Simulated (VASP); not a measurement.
# TiO2 in VASP: settings compared

Aim: see how the results for TiO2 move with the level of theory and the settings. Levels: PBE+D4, BLYP+D4. Tasks: single point.

Everything below comes from runs of VASP 6.6.1. Logs are shortened: lines on timing, memory, paths and dates and some standing lists are left out, and cuts for length are marked.

**1. The cell of the first run**

The typed cell holds 9 atoms: a = 2.965 Å, b = 4.703 Å, c = 7.253 Å, α = 88.33°, β = 78.20°, γ = 90.00°.

**2. Single point, PBE+D4**

Contents of INCAR:

```
PREC = Accurate
ENCUT = 520
EDIFF = 1E-6
ISMEAR = -1
SIGMA = 0.05
LREAL = False
LASPH = True
NELM = 60
ALGO = Normal
ISIF = 2
LWAVE = False
LCHARG = False
GGA = PE
IVDW = 13
NBANDS = 46
```

Contents of KPOINTS:

```
regular mesh
0
Gamma
  9 6 4
```

Contents of POSCAR:

```
TiO2
1.0
    2.9652939129     -0.0000727154      0.0001134498
    0.0000925501      4.7025842817     -0.0100548315
    1.4823496669      0.2269291901      7.0960655828
Ti O
3 6
Direct
    0.0034135008      0.0003771317      0.0007024012
    0.3452524790      0.4826485493      0.3175822520
    0.6620791030      0.5181038922      0.6838230635
    0.4401742253      0.1875950745      0.1277133545
    0.7784959893      0.2970623940      0.4510747672
    0.1018139509      0.3061813404      0.8044633501
    0.9055662923      0.6945709258      0.1969449589
    0.2288717328      0.7036903241      0.5503331510
    0.5671837165      0.8131573778      0.8736956915
```

Potentials or basis: VASP PAW PBE potentials, release 64 (Ti_sv, O).

The run is started by

```
$ cat potpaw_PBE.64/Ti_sv/POTCAR potpaw_PBE.64/O/POTCAR > POTCAR
$ mpirun -np 1 vasp_std > vasp.out
```

OUTCAR:

```text
PREC = Accurate
   ENCUT = 520
   EDIFF = 1E-6
   ISMEAR = -1
   LREAL = False
   LASPH = True
   NELM = 60
   ISIF = 2
   GGA = PE
   IVDW = 13

 ion  position               nearest neighbor table
   1  0.003  0.000  0.001-   9 1.96   4 1.96   4 1.96   9 1.96   6 1.97   7 1.97
   2  0.345  0.483  0.318-   5 1.95   5 1.95   4 1.96   7 1.97   7 1.97   8 1.98
   3  0.662  0.518  0.684-   8 1.95   8 1.95   9 1.96   6 1.97   6 1.97   5 1.98
   4  0.440  0.188  0.128-   1 1.96   1 1.96   2 1.96
   5  0.778  0.297  0.451-   2 1.95   2 1.95   3 1.98
   6  0.102  0.306  0.804-   3 1.97   3 1.97   1 1.97
   7  0.906  0.695  0.197-   2 1.97   2 1.97   1 1.97
   8  0.229  0.704  0.550-   3 1.95   3 1.95   2 1.98
   9  0.567  0.813  0.874-   1 1.96   1 1.96   3 1.96

  LATTYP: Found a base centered monoclinic cell.
 ALAT       =    14.1992753561
 B/A-ratio  =     0.2088341723
 C/A-ratio  =     0.3311855650
 COS(beta)  =    -0.0298314836

  Lattice vectors:

 A1 = (   1.4829442460,  -0.2270019055,  -7.0959521330)
 A2 = (  -1.4823496669,  -0.2269291901,  -7.0960655828)
 A3 = (   0.0000925501,   4.7025842817,  -0.0100548315)

Analysis of symmetry for initial positions (statically):
=====================================================================
 Subroutine PRICEL returns:
 Original cell was already a primitive cell.

 Routine SETGRP: Setting up the symmetry group for a
 base centered monoclinic supercell.

 Subroutine GETGRP returns: Found  1 space group operations
 (whereof  1 operations were pure point group operations)
 out of a pool of  4 trial point group operations.

The static configuration has the point symmetry C_1 .

Analysis of symmetry for dynamics (positions and initial velocities):
=====================================================================
 Subroutine PRICEL returns:
 Original cell was already a primitive cell.

 Routine SETGRP: Setting up the symmetry group for a
 base centered monoclinic supercell.

 Subroutine GETGRP returns: Found  1 space group operations
 (whereof  1 operations were pure point group operations)
 out of a pool of  4 trial point group operations.

The dynamic configuration has the point symmetry C_1 .

 Subroutine INISYM returns: Found  1 space group operations
 (whereof  1 operations are pure point group operations),
 and found     1 'primitive' translations

----------------------------------------------------------------------------------------

                                     Primitive cell

  volume of cell :      98.9574

  direct lattice vectors                    reciprocal lattice vectors
     2.965293913 -0.000072715  0.000113450     0.337237390 -0.000157255 -0.070442986
     0.000092550  4.702584282 -0.010054831     0.000005474  0.212634491 -0.006801105
     1.482349667  0.226929190  7.096065583    -0.000005384  0.000301297  0.140914651

  length of vectors
     2.965293916  4.702595032  7.252792852     0.344516032  0.212743230  0.140914974

  position of ions in fractional coordinates (direct lattice)
     0.003413501  0.000377132  0.000702401
     0.345252479  0.482648549  0.317582252
     0.662079103  0.518103892  0.683823064
     0.440174225  0.187595075  0.127713355
     0.778495989  0.297062394  0.451074767
     0.101813951  0.306181340  0.804463350
     0.905566292  0.694570926  0.196944959
     0.228871733  0.703690324  0.550333151
     0.567183716  0.813157378  0.873695692

  ion indices of the primitive-cell ions
   primitive index   ion index
                 1           1
                 2           2
                 3           3
                 4           4
                 5           5
                 6           6
                 7           7
                 8           8
                 9           9

[... 25 lines left out ...]
|           W    W  A    A  R    R  N N  N  II  N N  N  G       !!!           |
|           W WW W  AAAAAA  RRRRR   N  N N  II  N  N N  G  GGG   !            |
|           WW  WW  A    A  R   R   N   NN  II  N   NN  G    G                |
|           W    W  A    A  R    R  N    N  II  N    N   GGGG   !!!           |
|                                                                             |
|     Your reciprocal lattice and k-lattice belong to different lattice       |
|     classes:                                                                |
|                                                                             |
|        The reciprocal lattice is base-centered monoclinic,                  |
|        whereas your k-lattice is triclinic.                                 |
|                                                                             |
|     Results are often still useful ...                                      |
|                                                                             |
 -----------------------------------------------------------------------------

 WARNING: IBZKPT: internal override: KBLOWUP is changed to .FALSE.
      ... skipping the blow-up phase ...

 Subroutine IBZKPT returns following result:
 ===========================================

 Found    110 irreducible k-points:

 Following reciprocal coordinates:
            Coordinates               Weight
  0.000000  0.000000  0.000000      1.000000
  0.111111  0.000000  0.000000      2.000000
  0.222222  0.000000 -0.000000      2.000000
  0.333333  0.000000  0.000000      2.000000
  0.444444  0.000000 -0.000000      2.000000
 -0.000000  0.166667 -0.000000      2.000000
[... 16 lines left out ...]
 -0.111111  0.333333 -0.000000      2.000000
 -0.000000  0.500000 -0.000000      1.000000
 [... further k-points ...]
   k-points           NKPTS =    110   k-points in BZ     NKDIM =    110   number of bands    NBANDS=     46
   number of dos      NEDOS =    301   number of ions     NIONS =      9
   total plane-waves  NPLWV =  46656
   dimension x,y,z NGX =    24 NGY =   36 NGZ =   54
   dimension x,y,z NGXF=    48 NGYF=   72 NGZF=  108
   ions per type =               3   6
   NGX,Y,Z   is equivalent  to a cutoff of  13.46, 12.73, 12.38 a.u.
   NGXF,Y,Z  is equivalent  to a cutoff of  26.91, 25.45, 24.76 a.u.
 SYSTEM =  unknown system
   PREC   = accura    normal or accurate (medium, high low for compatibility)
   ISTART =      0    job   : 0-new  1-cont  2-samecut
   ICHARG =      2    charge: 1-file 2-atom 10-const
   ISPIN  =      1    spin polarized calculation?
   LNONCOLLINEAR =      F non collinear calculations
   LSORBIT =      F    spin-orbit coupling
   LASPH  =      T    aspherical Exc in radial PAW
   ENCUT  =  520.0 eV  38.22 Ry    6.18 a.u.   5.51  8.74 13.49*2*pi/ulx,y,z
   NELM   =     60;   NELMIN=  2; NELMDL= -5     # of ELM steps
   EDIFF  = 0.1E-05   stopping-criterion for ELM
   LREAL  =      F    real-space projection
   EDIFFG = 0.1E-04   stopping-criterion for IOM
   NSW    =      0    number of steps for IOM
   IBRION =     -1    ionic relax: 0-MD 1-quasi-New 2-CG
   NFREE  =      0    steps in history (QN), initial steepest desc. (CG)
   ISIF   =      2    stress and relaxation
   ISYM   =      2    0-nonsym 1-usesym 2-fastsym
   POTIM  = 0.5000    time-step for ionic-motion
   TEBEG  =    0.0;   TEEND  =   0.0 temperature during run
   PSTRESS=    0.0 pullay stress
   NELECT =      72.0000    total number of electrons
   NUPDOWN=      -1.0000    fix difference up-down
   EMIN   =  10.00;   EMAX   =-10.00  energy-range for DOS
   EFERMI =   0.00;   METHOD = LEGACY
   ISMEAR =    -1;   SIGMA  =   0.05  broadening in eV -4-tet -1-fermi 0-gaus
   EFERMI_NEDOS =   21; number of points for ismear=-14 and -15
   IALGO  =     38    algorithm
   IMIX   =      4    mixing-type and parameters
     AMIX     =   0.40;   BMIX     =  1.00
     AMIX_MAG =   1.60;   BMIX_MAG =  1.00
  volume/ion in A,a.u.               =      11.00        74.20
  Fermi-wavevector in a.u.,A,eV,Ry     =   1.472435  2.782500 29.498331  2.168066
  Thomas-Fermi vector in A             =   2.587450
   LORBIT       =      0    0 simple, 1 ext, 2 COOP (PROOUT), +10 PAW based schemes
   GGA     = PE    functional components
   LHFCALC =     F    Hartree Fock is set to
   AEXX    =    0.0000 exact exchange contribution
   IVDW    =    13    specifies the selected vdW correction
   LEPSILON=     F    determine dielectric tensor
   LRPA    =     F    only Hartree local field effects (RPA)
 non-spin polarized calculation
  energy-cutoff  :      520.00
  volume of cell :       98.96
 maximum number of plane-waves:      2704
 NGX is ok and might be reduce to    24
   NGX = 11   NGY = 17   NGZ = 27

 number of electron      71.9999996 magnetization

 Free energy of the ion-electron system (eV)
  ---------------------------------------------------
  ext. energy  EPLUGINS =         0.00000000
  ---------------------------------------------------
  free energy    TOTEN  =       -80.28503073 eV

  energy without entropy =      -80.28503073  energy(sigma->0) =      -80.28503073

 E-fermi :   5.0992     XC(G=0): -10.9956

 val. band max:        3.8932567431   @ k =   0.0000  -0.0000   0.2500
 cond. band min:       6.1350091561   @ k =   0.0000   0.0000   0.0000
 fundamental gap:      2.2417524130
 Fermi energy:         5.0991944233

 k-point     1 :       0.0000    0.0000    0.0000
  band No.  band energies     occupation
      1     -52.8342      2.00000
      2     -52.7002      2.00000
      3     -52.6657      2.00000
      4     -29.1194      2.00000
      5     -29.1152      2.00000
      6     -29.0446      2.00000
[... 1165 lines left out ...]
     45       8.0430      0.00000
     46       9.7276      0.00000

 [... further k-points ...]

------------------------ aborting loop because EDIFF is reached ----------------------------------------

  DFT-D4 for vdW energy calculation

  Edisp (eV):   -1.73234

  FORCE on cell =-STRESS in cart. coord.  units (eV):
  Direction    XX          YY          ZZ          XY          YZ          ZX
  --------------------------------------------------------------------------------------
  -------------------------------------------------------------------------------------
  Total       0.50524     0.30495     0.45307     0.00032    -0.00174     0.00060
  in kB       8.18010     4.93734     7.33548     0.00521    -0.02825     0.00977
  external pressure =        6.82 kB  Pullay stress =        0.00 kB

 VOLUME and BASIS-vectors are now :
 -----------------------------------------------------------------------------
  energy-cutoff  :      520.00
  volume of cell :       98.96
      direct lattice vectors                 reciprocal lattice vectors
     2.965293913 -0.000072715  0.000113450     0.337237390 -0.000157255 -0.070442986
     0.000092550  4.702584282 -0.010054831     0.000005474  0.212634491 -0.006801105
     1.482349667  0.226929190  7.096065583    -0.000005384  0.000301297  0.140914651

 POSITION                                       TOTAL-FORCE (eV/Angst)
 -----------------------------------------------------------------------------------
      0.01116      0.00193      0.00498         0.000151      0.000070      0.000241
      1.49459      2.34174      2.24877        -0.000183      0.002289     -0.030781
      2.97697      2.59156      4.84732         0.000151     -0.002369      0.030629
      1.49458      0.91113      0.90443         0.000030      0.010850      0.008481
      2.97715      1.49927      3.19796         0.000097     -0.064649      0.009655
      1.49443      1.62239      5.70546        -0.000115     -0.017767      0.017491
      2.97728      3.31091      1.39065         0.000137      0.017740     -0.017419
      1.49452      3.43403      3.89815        -0.000241      0.064704     -0.009598
      2.97706      4.02217      6.19169        -0.000027     -0.010867     -0.008699
 -----------------------------------------------------------------------------------
    total drift:                                0.000924     -0.000216     -0.000213

  FREE ENERGIE OF THE ION-ELECTRON SYSTEM (eV)
  ---------------------------------------------------
  free  energy   TOTEN  =       -82.0173723059 eV

  energy  without entropy=      -82.0173723058  energy(sigma->0) =      -82.01737231
```

Run time: 6.2 min. Hardware: 1 thread of AMD EPYC 7R13 (Zen 3), shared host; peak memory 0.43 GiB.

What came out:

```yaml
Free_energy: -82.0174 eV
Pressure: 0.7 GPa
Largest_force: 0.065 eV/Å
Band_gap_on_the_k_mesh: 2.24 eV (least direct gap 2.29 eV)
Dispersion_energy_per_atom: -0.192 eV
```

Forces on the atoms (eV/Å):
```
Ti   0.000  0.000  0.000
Ti   0.000  0.002 -0.031
Ti   0.000 -0.002  0.031
O    0.000  0.011  0.008
O    0.000 -0.065  0.010
O    0.000 -0.018  0.017
O    0.000  0.018 -0.017
O    0.000  0.065 -0.010
O    0.000 -0.011 -0.009
```

**3. Single point, BLYP+D4**

This run uses another cell than the first one, of 11.06 Å³/atom.

Contents of INCAR:

```
AGGAC = 1.0
AGGAX = 1.0
ALDAC = 0.0
ALDAX = 1.0
ALGO = Normal
EDIFF = 1E-6
ENCUT = 520
GGA = B5
ISIF = 2
ISMEAR = -1
IVDW = 13
LASPH = T
LCHARG = T
LELF = T
LREAL = F
LVHAR = T
LWAVE = F
NBANDS = 46
NELM = 60
PREC = Accurate
SIGMA = 0.05
VDW_A1 = 0.44488865
VDW_A2 = 4.0933009
VDW_S6 = 1.0
VDW_S8 = 2.34076671
```

Contents of KPOINTS:

```
k-points
0
Gamma
  9 6 4
```

Contents of POSCAR:

```
TiO2
1.0
    2.9782985215     -0.0000550380      0.0001089115
    0.0001214977      4.6888100080      0.0191484358
    1.4888401193      0.2701706244      7.1264773091
Ti O
3 6
Direct
    0.0030254041      0.0003763856      0.0007027934
    0.3451919155      0.4754281446      0.3174397337
    0.6620454903      0.5253240680      0.6839656965
    0.4399732228      0.1858843201      0.1282523847
    0.7774272655      0.2945162474      0.4533775593
    0.1012171411      0.3096985261      0.8058371930
    0.9063588463      0.6910539185      0.1955707235
    0.2300895247      0.7062370870      0.5480310488
    0.5675221799      0.8148683126      0.8731558571
```

Potentials or basis: VASP PAW PBE potentials, release 64 (Ti_sv, O).

The run is started by

```
$ cat potpaw_PBE.64/Ti_sv/POTCAR potpaw_PBE.64/O/POTCAR > POTCAR
$ mpirun -np 1 vasp_std > vasp.out
```

OUTCAR:

```text
EDIFF = 1E-6
   ENCUT = 520
   GGA = B5
   ISIF = 2
   ISMEAR = -1
   IVDW = 13
   LASPH = T
   LREAL = F
   NELM = 60
   PREC = Accurate

 ion  position               nearest neighbor table
   1  0.003  0.000  0.001-   9 1.97   4 1.97   6 1.97   7 1.97   9 1.97   4 1.97
   2  0.345  0.475  0.317-   5 1.95   5 1.95   4 1.95   7 1.98   7 1.98   8 2.01
   3  0.662  0.525  0.684-   8 1.95   8 1.95   9 1.95   6 1.98   6 1.98   5 2.01
[... 1424 lines left out ...]
  Total       0.78371     0.46492     0.66068    -0.00012     0.00367     0.00002
  in kB      12.61909     7.48604    10.63823    -0.00200     0.05905     0.00033
  external pressure =       10.25 kB  Pullay stress =        0.00 kB

 VOLUME and BASIS-vectors are now :
 -----------------------------------------------------------------------------
  energy-cutoff  :      520.00
  volume of cell :       99.50
      direct lattice vectors                 reciprocal lattice vectors
     2.978298522 -0.000055038  0.000108911     0.335764749  0.000277812 -0.070157395
     0.000121498  4.688810008  0.019148436     0.000004238  0.213306758 -0.008087520
     1.488840119  0.270170624  7.126477309    -0.000005143 -0.000573147  0.140344586

 POSITION                                       TOTAL-FORCE (eV/Angst)
 -----------------------------------------------------------------------------------
      0.01006      0.00195      0.00502         0.001852      0.000086      0.000248
      1.50076      2.31494      2.27137         0.000662      0.016666     -0.034506
      2.99015      2.64790      4.88440         0.000161     -0.016615      0.034405
      1.50134      0.90620      0.91760        -0.000703      0.011045      0.010310
      2.99045      1.50338      3.23671        -0.000381     -0.081438      0.029425
      1.50126      1.66983      5.74872        -0.000285     -0.008893      0.008028
      2.99066      3.29301      1.40706        -0.000294      0.008702     -0.007682
      1.50129      3.45946      3.91908        -0.000263      0.081565     -0.029680
      2.99034      4.05663      6.23819        -0.000748     -0.011119     -0.010548
 -----------------------------------------------------------------------------------
    total drift:                                0.000742      0.000160      0.000281

  FREE ENERGIE OF THE ION-ELECTRON SYSTEM (eV)
  ---------------------------------------------------
  free  energy   TOTEN  =       -80.2105669611 eV

  energy  without entropy=      -80.2105669610  energy(sigma->0) =      -80.21056696
```

Run time: 8.7 min. Hardware: 1 thread of Intel Xeon Platinum 8259CL at 2.50GHz (Skylake/Cascade Lake), shared host; peak memory 0.46 GiB.

What came out:

```
Free energy                : -80.2106 eV
Pressure                   : 1.0 GPa
Largest force              : 0.087 eV/Å
Band gap on the k mesh     : 2.18 eV (least direct gap 2.22 eV)
Dispersion energy per atom : -0.359 eV
```

Forces on the atoms (eV/Å):
```
Ti   0.002  0.000  0.000
Ti   0.001  0.017 -0.035
Ti   0.000 -0.017  0.034
O   -0.001  0.011  0.010
O    0.000 -0.081  0.029
O    0.000 -0.009  0.008
O    0.000  0.009 -0.008
O    0.000  0.082 -0.030
O   -0.001 -0.011 -0.011
```

Stress tensor (GPa, compression positive):
```
1.26 0.00 0.00
0.00 0.75 0.01
0.00 0.01 1.06
```

Levels at points of the mesh, in eV from the valence-band top:
| k point | band 32 | band 33 | band 34 | band 35 | band 36 | band 37 | band 38 | band 39 | band 40 | band 41 |
| --- | --- | --- | --- | --- | --- | --- | --- | --- | --- | --- |
| (0.00, 0.00, 0.00) | -0.88 | -0.48 | -0.38 | -0.28 | -0.04 | 2.18 | 2.56 | 2.70 | 2.84 | 3.03 |
| (0.00, 0.50, 0.00) | -1.14 | -1.10 | -0.94 | -0.83 | -0.75 | 2.24 | 2.63 | 2.71 | 2.89 | 3.00 |
| (0.00, 0.00, 0.50) | -1.20 | -0.90 | -0.80 | -0.28 | -0.15 | 2.28 | 2.58 | 2.75 | 2.88 | 2.89 |
| (0.00, 0.50, 0.50) | -1.36 | -0.91 | -0.74 | -0.74 | -0.32 | 2.25 | 2.50 | 2.57 | 2.81 | 3.05 |

Caveat: the PAW data sets were made with another functional, which shifts forces and pressure a little. A k mesh can miss the band edges.
